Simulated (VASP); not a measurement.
# Ru (P6_3/mmc) in VASP: relaxation of cell and atoms with PBEsol

Aim: the relaxation of cell and atoms of Ru with PBEsol.

All numbers are computed with VASP 6.6.1; they aren't measurements. Logs are shortened: lines on timing, memory, paths and dates and some standing lists are left out, and cuts for length are marked.

## Step 1: The cell of the first run

The structure is hexagonal, space group P6_3/mmc (No. 194). Conventional cell: a = 2.706 Å, b = 2.706 Å, c = 4.282 Å, α = 90.00°, β = 90.00°, γ = 120.00°. Within 3.5 Å of Ru (site symmetry -6m2) lie 12 Ru at 2.65 to 2.71 Å.

## Step 2: Relaxation of cell and atoms, PBEsol

INCAR

```
SYSTEM = Ru
ALGO     = Normal         ! electronic algorithm
EDIFF    = 1E-6           ! SCF threshold, eV
EDIFFG   = -0.002         ! ionic threshold
ENCUT    = 600            ! plane-wave cutoff, eV
GGA      = PS             ! functional
IBRION   = 2              ! ionic algorithm
ISIF     = 3              ! what is computed and relaxed
ISMEAR   = -1             ! smearing method
LASPH    = .TRUE.         ! aspherical terms in the spheres
LCHARG   = .FALSE.        ! write CHGCAR
LREAL    = .FALSE.        ! projectors in reciprocal space
LWAVE    = .FALSE.        ! write WAVECAR
NELM     = 80             ! most SCF steps
NSW      = 100            ! ionic steps
PREC     = Accurate       ! precision mode
SIGMA    = 0.08           ! smearing width, eV
```

KPOINTS

```
k-points
0
G
  18 18 10
  0 0 0
```

POSCAR

```
Ru
1.0
    2.7058000000      0.0000000000      0.0000000000
   -1.3529000000      2.3432915376      0.0000000000
    0.0000000000      0.0000000000      4.2819000000
Ru
2
Direct
    0.3333333333      0.6666666667      0.2500000000
    0.6666666667      0.3333333333      0.7500000000
```

Potentials or basis: VASP PAW PBE potentials, release 64 (Ru_pv).

Command:

```bash
> cat potpaw_PBE.64/Ru_pv/POTCAR > POTCAR
> mpirun -np 1 vasp_std > vasp.out
```

OUTCAR:

```text
SYSTEM = Ru
   EDIFF = 1E-6
   EDIFFG = -0.002
   ENCUT = 600
   GGA = PS
   IBRION = 2
   ISIF = 3
   ISMEAR = -1
   LASPH = .TRUE.
   LREAL = .FALSE.
   NELM = 80
   NSW = 100
   PREC = Accurate

 ion  position               nearest neighbor table
   1  0.333  0.667  0.250-   2 2.65   2 2.65   2 2.65   2 2.65   2 2.65   2 2.65
   2  0.667  0.333  0.750-   1 2.65   1 2.65   1 2.65   1 2.65   1 2.65   1 2.65

  LATTYP: Found a hexagonal cell.
 ALAT       =     2.7058000000
 C/A-ratio  =     1.5824894671

  Lattice vectors:

 A1 = (   2.7058000000,   0.0000000000,   0.0000000000)
 A2 = (  -1.3529000000,   2.3432915376,   0.0000000000)
 A3 = (   0.0000000000,   0.0000000000,   4.2819000000)

Analysis of symmetry for initial positions (statically):
=====================================================================
 Subroutine PRICEL returns:
 Original cell was already a primitive cell.

 Routine SETGRP: Setting up the symmetry group for a
 hexagonal supercell.

 Subroutine GETGRP returns: Found 24 space group operations
 (whereof 12 operations were pure point group operations)
 out of a pool of 24 trial point group operations.

The static configuration has the point symmetry D_3d.
 The point group associated with its full space group is D_6h.

Analysis of symmetry for dynamics (positions and initial velocities):
=====================================================================
 Subroutine PRICEL returns:
 Original cell was already a primitive cell.

 Routine SETGRP: Setting up the symmetry group for a
 hexagonal supercell.

 Subroutine GETGRP returns: Found 24 space group operations
 (whereof 12 operations were pure point group operations)
 out of a pool of 24 trial point group operations.

The dynamic configuration has the point symmetry D_3d.
 The point group associated with its full space group is D_6h.

 Subroutine INISYM returns: Found 24 space group operations
 (whereof 12 operations are pure point group operations),
 and found     1 'primitive' translations

----------------------------------------------------------------------------------------

                                     Primitive cell

  volume of cell :      27.1493

  direct lattice vectors                    reciprocal lattice vectors
     2.705800000  0.000000000  0.000000000     0.369576465  0.213375072  0.000000000
    -1.352900000  2.343291538  0.000000000     0.000000000  0.426750144  0.000000000
     0.000000000  0.000000000  4.281900000     0.000000000  0.000000000  0.233541185

  length of vectors
     2.705800000  2.705800000  4.281900000     0.426750144  0.426750144  0.233541185

  position of ions in fractional coordinates (direct lattice)
     0.333333333  0.666666667  0.250000000
     0.666666667  0.333333333  0.750000000

  ion indices of the primitive-cell ions
   primitive index   ion index
                 1           1
                 2           2

----------------------------------------------------------------------------------------

 KPOINTS: k-points

Automatic generation of k-mesh.
 Grid dimensions read from file:
 generate k-points for:   18   18   10

 Generating k-lattice:

  Cartesian coordinates                     Fractional coordinates (reciprocal lattice)
     0.020532026  0.011854171  0.000000000     0.055555556  0.000000000  0.000000000
     0.000000000  0.023708341  0.000000000     0.000000000  0.055555556  0.000000000
     0.000000000  0.000000000  0.023354118     0.000000000  0.000000000  0.100000000

  Length of vectors
     0.023708341  0.023708341  0.023354118

  Shift w.r.t. Gamma in fractional coordinates (k-lattice)
     0.000000000  0.000000000  0.000000000

 Subroutine IBZKPT returns following result:
 ===========================================

 Found    222 irreducible k-points:

 Following reciprocal coordinates:
            Coordinates               Weight
  0.000000  0.000000  0.000000      1.000000
  0.055556 -0.000000  0.000000      6.000000
  0.111111 -0.000000  0.000000      6.000000
  0.166667  0.000000  0.000000      6.000000
  0.222222  0.000000  0.000000      6.000000
  0.277778  0.000000  0.000000      6.000000
[... 16 lines left out ...]
  0.333333  0.111111  0.000000     12.000000
  0.388889  0.111111  0.000000     12.000000
 [... further k-points ...]
   k-points           NKPTS =    222   k-points in BZ     NKDIM =    222   number of bands    NBANDS=     18
   number of dos      NEDOS =    301   number of ions     NIONS =      2
   total plane-waves  NPLWV =  20736
   dimension x,y,z NGX =    24 NGY =   24 NGZ =   36
   dimension x,y,z NGXF=    48 NGYF=   48 NGZF=   72
   ions per type =               2
   NGX,Y,Z   is equivalent  to a cutoff of  14.75, 14.75, 13.98 a.u.
   NGXF,Y,Z  is equivalent  to a cutoff of  29.49, 29.49, 27.95 a.u.
 SYSTEM =  Ru
   PREC   = accura    normal or accurate (medium, high low for compatibility)
   ISTART =      0    job   : 0-new  1-cont  2-samecut
   ICHARG =      2    charge: 1-file 2-atom 10-const
   ISPIN  =      1    spin polarized calculation?
   LNONCOLLINEAR =      F non collinear calculations
   LSORBIT =      F    spin-orbit coupling
   LASPH  =      T    aspherical Exc in radial PAW
   ENCUT  =  600.0 eV  44.10 Ry    6.64 a.u.   5.40  5.40  8.55*2*pi/ulx,y,z
   NELM   =     80;   NELMIN=  2; NELMDL= -5     # of ELM steps
   EDIFF  = 0.1E-05   stopping-criterion for ELM
   LREAL  =      F    real-space projection
   EDIFFG = -.2E-02   stopping-criterion for IOM
   NSW    =    100    number of steps for IOM
   IBRION =      2    ionic relax: 0-MD 1-quasi-New 2-CG
   NFREE  =      1    steps in history (QN), initial steepest desc. (CG)
   ISIF   =      3    stress and relaxation
   ISYM   =      2    0-nonsym 1-usesym 2-fastsym
   POTIM  = 0.5000    time-step for ionic-motion
   TEBEG  =    0.0;   TEEND  =   0.0 temperature during run
   PSTRESS=    0.0 pullay stress
   NELECT =      28.0000    total number of electrons
   NUPDOWN=      -1.0000    fix difference up-down
   EMIN   =  10.00;   EMAX   =-10.00  energy-range for DOS
   EFERMI =   0.00;   METHOD = LEGACY
   ISMEAR =    -1;   SIGMA  =   0.08  broadening in eV -4-tet -1-fermi 0-gaus
   EFERMI_NEDOS =   21; number of points for ismear=-14 and -15
   IALGO  =     38    algorithm
   IMIX   =      4    mixing-type and parameters
     AMIX     =   0.40;   BMIX     =  1.00
     AMIX_MAG =   1.60;   BMIX_MAG =  1.00
  volume/ion in A,a.u.               =      13.57        91.61
  Fermi-wavevector in a.u.,A,eV,Ry     =   1.654022  3.125649 37.222674  2.735789
  Thomas-Fermi vector in A             =   2.742361
   LORBIT       =      0    0 simple, 1 ext, 2 COOP (PROOUT), +10 PAW based schemes
   GGA     = PS    functional components
   LHFCALC =     F    Hartree Fock is set to
   AEXX    =    0.0000 exact exchange contribution
   IVDW    =     0    specifies the selected vdW correction
   LEPSILON=     F    determine dielectric tensor
   LRPA    =     F    only Hartree local field effects (RPA)
 conjugate gradient relaxation of ions
 non-spin polarized calculation
  energy-cutoff  :      600.00
  volume of cell :       27.15
 maximum number of plane-waves:       935
 NGX is ok and might be reduce to    24
   NGX = 11   NGY = 11   NGZ = 17

--------------------------------------- Ionic step        1  -------------------------------------------

 number of electron      28.0000002 magnetization

 Free energy of the ion-electron system (eV)
  ---------------------------------------------------
  ext. energy  EPLUGINS =         0.00000000
  ---------------------------------------------------
  free energy    TOTEN  =       -20.34923991 eV

  energy without entropy =      -20.31396412  energy(sigma->0) =      -20.33160201

------------------------ aborting loop because EDIFF is reached ----------------------------------------

  FORCE on cell =-STRESS in cart. coord.  units (eV):
  Direction    XX          YY          ZZ          XY          YZ          ZX
  --------------------------------------------------------------------------------------
  -------------------------------------------------------------------------------------
  Total       -1.0094883     -1.0094883     -1.1862723      0.0000000      0.0000000     -0.0000000
  in kB      -59.5735302    -59.5735302    -70.0061874      0.0000000      0.0000000     -0.0000000
  external PRESSURE =     -63.0510826 kB  Pullay stress =       0.0000000 kB
[... 89 lines left out ...]
  FREE ENERGIE OF THE ION-ELECTRON SYSTEM (eV)
  ---------------------------------------------------
  free  energy   TOTEN  =       -20.3595592269 eV

  energy  without entropy=      -20.3252085000  energy(sigma->0) =      -20.34238386

[... ionic steps 4 to 15 ...]

--------------------------------------- Ionic step       16  -------------------------------------------

 number of electron      27.9999996 magnetization

------------------------ aborting loop because EDIFF is reached ----------------------------------------

  FORCE on cell =-STRESS in cart. coord.  units (eV):
  Direction    XX          YY          ZZ          XY          YZ          ZX
  --------------------------------------------------------------------------------------
  -------------------------------------------------------------------------------------
  Total       -0.0042010     -0.0042010     -0.0066019      0.0000000     -0.0000000      0.0000000
  in kB       -0.2526558     -0.2526558     -0.3970507      0.0000000     -0.0000000      0.0000000
  external PRESSURE =      -0.3007875 kB  Pullay stress =       0.0000000 kB
[... 57 lines left out ...]
  energy  without entropy=      -20.3252254934  energy(sigma->0) =      -20.34239639

--------------------------------------- Ionic step       18  -------------------------------------------

 number of electron      27.9999996 magnetization

 Free energy of the ion-electron system (eV)
  ---------------------------------------------------
  ext. energy  EPLUGINS =         0.00000000
  ---------------------------------------------------
  free energy    TOTEN  =       -20.35956734 eV

  energy without entropy =      -20.32522598  energy(sigma->0) =      -20.34239666

 E-fermi :  13.0562     XC(G=0): -14.3990

 val. band max:       13.0460829358   @ k =   0.4444   0.1111   0.5000
 cond. band min:      13.0682163061   @ k =   0.2222   0.1111   0.1000
 fundamental gap:      0.0221333703
 Fermi energy:        13.0561633123

 k-point     1 :       0.0000    0.0000    0.0000
  band No.  band energies     occupation
      1     -30.6248      2.00000
      2     -29.6242      2.00000
      3     -29.6242      2.00000
      4     -29.4415      2.00000
      5     -29.4415      2.00000
      6     -29.3964      2.00000
[... 10 lines left out ...]
     17      14.2824      0.00000
     18      14.3255      0.00000
[... 466 lines left out ...]
      2     -30.1759      2.00000
      3     -30.1099      2.00000
      4     -29.9108      2.00000
      5     -29.7082      2.00000
      6     -29.6254      2.00000
[... 10 lines left out ...]
     17      16.8934      0.00000
     18      20.5843      0.00000

 [... further k-points ...]

------------------------ aborting loop because EDIFF is reached ----------------------------------------

  FORCE on cell =-STRESS in cart. coord.  units (eV):
  Direction    XX          YY          ZZ          XY          YZ          ZX
  --------------------------------------------------------------------------------------
  -------------------------------------------------------------------------------------
  Total        0.0019298      0.0019298     -0.0001360     -0.0000000     -0.0000000      0.0000000
  in kB        0.1160678      0.1160678     -0.0081777     -0.0000000     -0.0000000      0.0000000
  external PRESSURE =       0.0746526 kB  Pullay stress =       0.0000000 kB
[... 17 lines left out ...]
  FREE ENERGIE OF THE ION-ELECTRON SYSTEM (eV)
  ---------------------------------------------------
  free  energy   TOTEN  =       -20.3595673415 eV

  energy  without entropy=      -20.3252259836  energy(sigma->0) =      -20.34239666

 reached required accuracy - stopping structural energy minimisation
```

Run time: 10 min. Hardware: 1 thread of Intel Xeon Platinum 8259CL at 2.50GHz (Skylake/Cascade Lake), shared host; peak memory 0.25 GiB.

Results:

| Item | Value |
| --- | --- |
| Free energy | -20.3596 eV |
| Relaxed volume | 13.32 Å³/atom |
| Relaxed cell | a = 2.690 Å, b = 2.690 Å, c = 4.251 Å, α = 90.00°, β = 90.00°, γ = 120.00° |
| Space group after relaxing (to 0.1 Å) | P6_3/mmc (No. 194) |
| Energy gained by relaxing | 5.2 meV/atom |
| Ionic steps | 18 |
| Pressure after relaxing | 0.0 GPa |
| Band gap on the k mesh | zero (bands 14 and 15 overlap by 3.22 eV) |

The path:
```
step  energy change (eV)  largest force (eV/Å)  pressure (GPa)  volume (Å³)
   1              0.0000                0.0000           -6.31        27.15
   2              0.0988                0.0000           24.06        25.10
   3             -0.0103                0.0000           -0.19        26.65
   4             -0.0103                0.0000            0.03        26.64
   5             -0.0103                0.0000            0.02        26.64
   6             -0.0103                0.0000            0.02        26.64
   7             -0.0103                0.0000            0.02        26.64
   8             -0.0103                0.0000            0.04        26.64
   9             -0.0103                0.0000            0.02        26.64
  10             -0.0103                0.0000            0.03        26.64
  11             -0.0103                0.0000            0.02        26.64
  12             -0.0103                0.0000            0.02        26.64
  13             -0.0103                0.0000            0.02        26.64
  14             -0.0103                0.0000           -0.03        26.64
  15             -0.0103                0.0000           -0.01        26.64
  16             -0.0103                0.0000           -0.03        26.64
  17             -0.0103                0.0000           -0.02        26.64
  18             -0.0103                0.0000            0.01        26.64
```

Final structure:
```xyz
2
Lattice="2.6900 0.0000 0.0000 -1.3450 2.3296 0.0000 0.0000 0.0000 4.2510" Properties=species:S:1:pos:R:3 pbc="T T T"
Ru    0.0000    1.5530    1.0628
Ru    1.3450    0.7765    3.1883
```

Caveat: the PAW data sets were made with another functional, which shifts forces and pressure a little.
